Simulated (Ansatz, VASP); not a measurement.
Rh in VASP and in Ansatz

```
Rh
1.0
     3.63974    0.00000    0.00000
     0.00000    3.63974    0.00000
     0.00000    0.00000    6.21694
Rh
5
Direct
  0.50000 0.00000 0.30283
  0.00000 0.50000 0.69717
  0.00000 0.50000 0.30283
  0.50000 0.00000 0.69717
  0.00000 0.00000 0.00000
```

Alike in both runs: functional PBE; k mesh 6 × 6 × 4; occupations gaussian, width 0.1 eV; no spin polarisation.

Ansatz relaxed the structure, and its values are those at the end. VASP's run is a single point on that final structure, the one shown.

|  | VASP | Ansatz |
| --- | --- | --- |
| version | VASP 6.6.1 | Ansatz 0.2.0 |
| potentials or method | VASP PAW PBE potentials, release 64 (Rh_pv), cutoff 520 eV | scalar-relativistic, plane waves, PAW |
| valence electrons in the cell | 75 | 85 |

|  | VASP | Ansatz | Ansatz less VASP |
| --- | --- | --- | --- |
| gap on the k mesh at the Fermi level (eV) | none | none | - |
| pressure (GPa) | 0.1 | 0.0 | -0.07 |
| rms of the force components (eV/Å) | 0.012 | 0.005 | -0.0071 |

A gap of «none» marks a metal or a gap that the smearing closes. VASP's potentials hold 75 valence electrons a cell and Ansatz's 85, so a difference there can come from the potentials and not from the codes.
